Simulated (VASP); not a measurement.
# Na2H5 (P2/m) in VASP: single point with PBE

Aim: the single point of Na2H5 with PBE.

Program: VASP 6.6.1. These are calculated values, not measurements. Logs are shortened: lines on timing, memory, paths and dates and some standing lists are left out, and cuts for length are marked.

**1. The cell of the first run**

The structure is monoclinic, space group P2/m (No. 10). Conventional cell: a = 3.187 Å, b = 3.361 Å, c = 9.842 Å, α = 90.00°, β = 96.31°, γ = 90.00°. Within 3.0 Å of Na (site symmetry m) lie 6 H at 2.30 to 2.32 Å. H (site symmetry m) has 4 Na at 2.32 Å and 4 H at 2.45 to 3.19 Å within 3.2 Å. H (site symmetry m) has 1 H at 0.75 Å within 1.0 Å. Within 3.0 Å of H (site symmetry 2/m) lie 4 Na at 2.30 Å and 4 H at 2.45 Å.

**2. Single point, PBE**

POSCAR reads:

```
Na2H5
1.0
    3.1874200549      0.0000000000     -0.0022110119
    0.0000000000      3.3609699316      0.0000000000
   -1.0744306414      0.0000000000      9.7833935956
Na H
2 5
Direct
    0.0576423496      0.0000000000      0.6699017049
    0.9423576504      0.0000000000      0.3300982951
    0.5615891390      0.5000000000      0.6826901355
    0.4384108610      0.5000000000      0.3173098645
    0.1045398110      0.0000000000      0.0217891225
    0.8954601890      0.0000000000      0.9782108775
    0.5000000000      0.0000000000      0.5000000000
```

INCAR.step1 reads:

```
SYSTEM = Na2H5
  PREC = Accurate
  ENCUT = 520
  EDIFF = 1E-6
  ISMEAR = 0
  SIGMA = 0.1
  LREAL = .False.
  LASPH = .True.
  NELM = 100
  ALGO = Normal
  ISIF = 2
  LWAVE = .False.
  LCHARG = .True.
  GGA = PE
  NBANDS = 18
```

KPOINTS.step1 reads:

```
Automatic mesh
0
Gamma
  12 12 4
  0 0 0
```

INCAR.step2 reads:

```
SYSTEM = Na2H5
  PREC = Accurate
  ENCUT = 520
  EDIFF = 1E-6
  ISMEAR = -5
  SIGMA = 0.1
  LREAL = .False.
  LASPH = .True.
  NELM = 100
  ALGO = Normal
  ISIF = 2
  LWAVE = .False.
  LCHARG = .False.
  GGA = PE
  LORBIT = 11
  NEDOS = 2001
  ICHARG = 11
```

KPOINTS.step2 reads:

```
Automatic mesh
0
Gamma
  18 18 6
  0 0 0
```

Potentials or basis: VASP PAW PBE potentials, release 64 (Na_pv, H).

Launch:

```
$ cat potpaw_PBE.64/Na_pv/POTCAR potpaw_PBE.64/H/POTCAR > POTCAR
$ cp INCAR.step1 INCAR
$ cp KPOINTS.step1 KPOINTS
$ mpirun -np 1 vasp_std > vasp.out
$ cp INCAR.step2 INCAR
$ cp KPOINTS.step2 KPOINTS
$ mpirun -np 1 vasp_std > vasp.out
```

OUTCAR:

```text
SYSTEM = Na2H5
   PREC = Accurate
   ENCUT = 520
   EDIFF = 1E-6
   ISMEAR = -5
   LREAL = .False.
   LASPH = .True.
   NELM = 100
   ISIF = 2
   GGA = PE
   LORBIT = 11
   ICHARG = 11

 ion  position               nearest neighbor table
   1  0.058  0.000  0.670-
   2  0.942  0.000  0.330-
   3  0.562  0.500  0.683-
   4  0.438  0.500  0.317-
   5  0.105  0.000  0.022-   6 0.75
   6  0.895  0.000  0.978-   5 0.75
   7  0.500  0.000  0.500-

  LATTYP: Found a simple monoclinic cell.
 ALAT       =     3.1874208218
 B/A-ratio  =     1.0544481321
 C/A-ratio  =     3.0878303537
 COS(beta)  =    -0.1098550312

  Lattice vectors:

 A1 = (   3.1874200549,   0.0000000000,  -0.0022110119)
 A2 = (   0.0000000000,   3.3609699316,   0.0000000000)
 A3 = (  -1.0744306414,   0.0000000000,   9.7833935956)

Analysis of symmetry for initial positions (statically):
=====================================================================
 Subroutine PRICEL returns:
 Original cell was already a primitive cell.

 Routine SETGRP: Setting up the symmetry group for a
 simple monoclinic supercell.

 Subroutine GETGRP returns: Found  4 space group operations
 (whereof  4 operations were pure point group operations)
 out of a pool of  4 trial point group operations.

The static configuration has the point symmetry C_2h.

Analysis of symmetry for dynamics (positions and initial velocities):
=====================================================================
 Subroutine PRICEL returns:
 Original cell was already a primitive cell.

 Routine SETGRP: Setting up the symmetry group for a
 simple monoclinic supercell.

 Subroutine GETGRP returns: Found  4 space group operations
 (whereof  4 operations were pure point group operations)
 out of a pool of  4 trial point group operations.

The dynamic configuration has the point symmetry C_2h.

 Subroutine INISYM returns: Found  4 space group operations
 (whereof  4 operations are pure point group operations),
 and found     1 'primitive' translations

----------------------------------------------------------------------------------------

                                     Primitive cell

  volume of cell :     104.7998

  direct lattice vectors                    reciprocal lattice vectors
     3.187420055  0.000000000 -0.002211012     0.313757261  0.000000000  0.034457411
     0.000000000  3.360969932  0.000000000     0.000000000  0.297533159  0.000000000
    -1.074430641  0.000000000  9.783393596     0.000070908  0.000000000  0.102221808

  length of vectors
     3.187420822  3.360969932  9.842214763     0.315643679  0.297533159  0.102221833

  position of ions in fractional coordinates (direct lattice)
     0.057642350  0.000000000  0.669901705
     0.942357650  0.000000000  0.330098295
     0.561589139  0.500000000  0.682690136
     0.438410861  0.500000000  0.317309864
     0.104539811  0.000000000  0.021789123
     0.895460189  0.000000000  0.978210877
     0.500000000  0.000000000  0.500000000

  ion indices of the primitive-cell ions
   primitive index   ion index
                 1           1
                 2           2
                 3           3
                 4           4
                 5           5
                 6           6
                 7           7

----------------------------------------------------------------------------------------

 KPOINTS: Automatic mesh

Automatic generation of k-mesh.
 Grid dimensions read from file:
 generate k-points for:   18   18    6

 Generating k-lattice:

  Cartesian coordinates                     Fractional coordinates (reciprocal lattice)
     0.017430959  0.000000000  0.001914301     0.055555556  0.000000000 -0.000000000
     0.000000000  0.016529620  0.000000000     0.000000000  0.055555556  0.000000000
     0.000011818  0.000000000  0.017036968     0.000000000  0.000000000  0.166666667

  Length of vectors
     0.017535760  0.016529620  0.017036972

  Shift w.r.t. Gamma in fractional coordinates (k-lattice)
     0.000000000  0.000000000  0.000000000

 TETIRR: Found   5832 inequivalent tetrahedra from    11664

 Subroutine IBZKPT returns following result:
 ===========================================

 Found    560 irreducible k-points:

 Following reciprocal coordinates:
            Coordinates               Weight
  0.000000  0.000000  0.000000      1.000000
  0.055556  0.000000  0.000000      2.000000
  0.111111  0.000000  0.000000      2.000000
  0.166667  0.000000  0.000000      2.000000
  0.222222  0.000000  0.000000      2.000000
  0.277778  0.000000  0.000000      2.000000
[... 16 lines left out ...]
  0.111111  0.111111  0.000000      4.000000
  0.166667  0.111111  0.000000      4.000000
 [... further k-points ...]
   k-points           NKPTS =    560   k-points in BZ     NKDIM =    560   number of bands    NBANDS=     13
   number of dos      NEDOS =   2001   number of ions     NIONS =      7
   total plane-waves  NPLWV =  53760
   dimension x,y,z NGX =    24 NGY =   28 NGZ =   80
   dimension x,y,z NGXF=    48 NGYF=   56 NGZF=  160
   ions per type =               2   5
   NGX,Y,Z   is equivalent  to a cutoff of  12.52, 13.85, 13.51 a.u.
   NGXF,Y,Z  is equivalent  to a cutoff of  25.04, 27.70, 27.03 a.u.
 SYSTEM =  Na2H5
   PREC   = accura    normal or accurate (medium, high low for compatibility)
   ISTART =      0    job   : 0-new  1-cont  2-samecut
   ICHARG =     11    charge: 1-file 2-atom 10-const
   ISPIN  =      1    spin polarized calculation?
   LNONCOLLINEAR =      F non collinear calculations
   LSORBIT =      F    spin-orbit coupling
   LASPH  =      T    aspherical Exc in radial PAW
   ENCUT  =  520.0 eV  38.22 Ry    6.18 a.u.   5.93  6.25 18.30*2*pi/ulx,y,z
   NELM   =    100;   NELMIN=  2; NELMDL=  0     # of ELM steps
   EDIFF  = 0.1E-05   stopping-criterion for ELM
   LREAL  =      F    real-space projection
   EDIFFG = 0.1E-04   stopping-criterion for IOM
   NSW    =      0    number of steps for IOM
   IBRION =     -1    ionic relax: 0-MD 1-quasi-New 2-CG
   NFREE  =      0    steps in history (QN), initial steepest desc. (CG)
   ISIF   =      2    stress and relaxation
   ISYM   =      2    0-nonsym 1-usesym 2-fastsym
   POTIM  = 0.5000    time-step for ionic-motion
   TEBEG  =    0.0;   TEEND  =   0.0 temperature during run
   PSTRESS=    0.0 pullay stress
   NELECT =      19.0000    total number of electrons
   NUPDOWN=      -1.0000    fix difference up-down
   EMIN   =  10.00;   EMAX   =-10.00  energy-range for DOS
   EFERMI =   0.00;   METHOD = LEGACY
   ISMEAR =    -5;   SIGMA  =   0.10  broadening in eV -4-tet -1-fermi 0-gaus
   EFERMI_NEDOS =   21; number of points for ismear=-14 and -15
   IALGO  =     38    algorithm
   IMIX   =      4    mixing-type and parameters
     AMIX     =   0.40;   BMIX     =  1.00
     AMIX_MAG =   1.60;   BMIX_MAG =  1.00
  volume/ion in A,a.u.               =      14.97       101.03
  Fermi-wavevector in a.u.,A,eV,Ry     =   0.926558  1.750941 11.680732  0.858510
  Thomas-Fermi vector in A             =   2.052533
   LORBIT       =     11    0 simple, 1 ext, 2 COOP (PROOUT), +10 PAW based schemes
   GGA     = PE    functional components
   LHFCALC =     F    Hartree Fock is set to
   AEXX    =    0.0000 exact exchange contribution
   IVDW    =     0    specifies the selected vdW correction
   LEPSILON=     F    determine dielectric tensor
   LRPA    =     F    only Hartree local field effects (RPA)
 non-spin polarized calculation
 Fermi weights with tetrahedron method with Bloechl corrections
  energy-cutoff  :      520.00
  volume of cell :      104.80
 maximum number of plane-waves:      2856

 number of electron      19.0000000 magnetization

 Free energy of the ion-electron system (eV)
  ---------------------------------------------------
  ext. energy  EPLUGINS =         0.00000000
  ---------------------------------------------------
  free energy    TOTEN  =       -17.83154598 eV

  energy without entropy =      -17.83154598  energy(sigma->0) =      -17.83154598

 E-fermi :  -1.8745     XC(G=0):  -6.4011

 val. band max:       -1.8690102510   @ k =   0.1111   0.0556   0.0000
 cond. band min:      -1.8678945279   @ k =   0.1667   0.0000   0.3333
 fundamental gap:      0.0011157231
 Fermi energy:        -1.8744623143

 k-point     1 :       0.0000    0.0000    0.0000
  band No.  band energies     occupation
      1     -24.5481      2.00000
      2     -24.5142      2.00000
      3     -24.4346      2.00000
      4     -24.4319      2.00000
      5     -24.4080      2.00000
      6     -24.4051      2.00000
      7      -8.9017      2.00000
      8      -5.9790      2.00000
      9      -4.4202      2.00000
     10      -1.9663      2.00000
     11       1.9902      0.00000
     12       3.7008      0.00000
     13       7.3031      0.00000

 k-point     2 :       0.0556    0.0000    0.0000
  band No.  band energies     occupation
      1     -24.5477      2.00000
      2     -24.5139      2.00000
      3     -24.4343      2.00000
      4     -24.4317      2.00000
      5     -24.4110      2.00000
      6     -24.4080      2.00000
      7      -8.8818      2.00000
      8      -5.9442      2.00000
      9      -4.3838      2.00000
     10      -1.9420      2.05682
     11       2.0248      0.00000
[... 339 lines left out ...]
 k-point    24 :       0.1667    0.1111    0.0000
  band No.  band energies     occupation
      1     -24.5439      2.00000
      2     -24.5112      2.00000
      3     -24.4394      2.00000
      4     -24.4366      2.00000
      5     -24.4318      2.00000
      6     -24.4280      2.00000
      7      -8.6856      2.00000
      8      -5.5396      2.00000
      9      -3.9844      2.00000
     10      -1.7565     -0.13912
     11       2.3754      0.00000
     12       3.4063      0.00000
     13       5.4155      0.00000

 [... further k-points ...]

------------------------ aborting loop because EDIFF is reached ----------------------------------------

  FORCE on cell =-STRESS in cart. coord.  units (eV):
  Direction    XX          YY          ZZ          XY          YZ          ZX
  --------------------------------------------------------------------------------------
  -------------------------------------------------------------------------------------
  Total       -0.0654402     -0.0547220     -0.0160194      0.0000000      0.0000000     -0.0071023
  in kB       -1.0004482     -0.8365895     -0.2449042      0.0000000      0.0000000     -0.1085797
  external PRESSURE =      -0.6939806 kB  Pullay stress =       0.0000000 kB

 VOLUME and BASIS-vectors are now :
 -----------------------------------------------------------------------------
  energy-cutoff  :      520.00
  volume of cell :      104.80
      direct lattice vectors                 reciprocal lattice vectors
     3.187420055  0.000000000 -0.002211012     0.313757261  0.000000000  0.034457411
     0.000000000  3.360969932  0.000000000     0.000000000  0.297533159  0.000000000
    -1.074430641  0.000000000  9.783393596     0.000070908  0.000000000  0.102221808

 POSITION                                       TOTAL-FORCE (eV/Angst)
 -----------------------------------------------------------------------------------
     -0.53603      0.00000      6.55378        -0.000199      0.000000      0.004697
      2.64902      0.00000      3.22740         0.000199     -0.000000     -0.004697
      1.05652      1.68048      6.67778         0.000042     -0.000000      0.004027
      1.05647      1.68048      3.10340        -0.000042     -0.000000     -0.004027
      0.30980      0.00000      0.21294        -0.009197     -0.000000     -0.005328
      1.80319      0.00000      9.56824         0.009197     -0.000000      0.005328
      1.05649      0.00000      4.89059        -0.000000     -0.000000      0.000000
 -----------------------------------------------------------------------------------
    total drift:                               -0.000000     -0.000000      0.000000

  FREE ENERGIE OF THE ION-ELECTRON SYSTEM (eV)
  ---------------------------------------------------
  free  energy   TOTEN  =       -17.8315459802 eV

  energy  without entropy=      -17.8315459802  energy(sigma->0) =      -17.83154598

 total charge

# of ion       s       p       d       tot
------------------------------------------
    1        0.063   5.990   0.000   6.053
    2        0.063   5.990   0.000   6.053
    3        0.482   0.001   0.000   0.482
    4        0.482   0.001   0.000   0.482
    5        0.606   0.028   0.000   0.634
    6        0.606   0.028   0.000   0.634
    7        0.444   0.002   0.000   0.446
--------------------------------------------------
tot          2.745  12.040   0.000  14.785
```

It took 4.4 min on 1 thread of Intel Xeon 6975P-C (Granite Rapids), shared host; peak memory 0.71 GiB.

Results:

```yaml
Valence_electrons_inside_the_program's_atomic_spheres: Na 6.05; H 0.48, 0.63, 0.45 (each value once)
```

Caveat: an odd number of electrons without spin polarisation forces a metal; a magnetic or distorted state may lie lower.
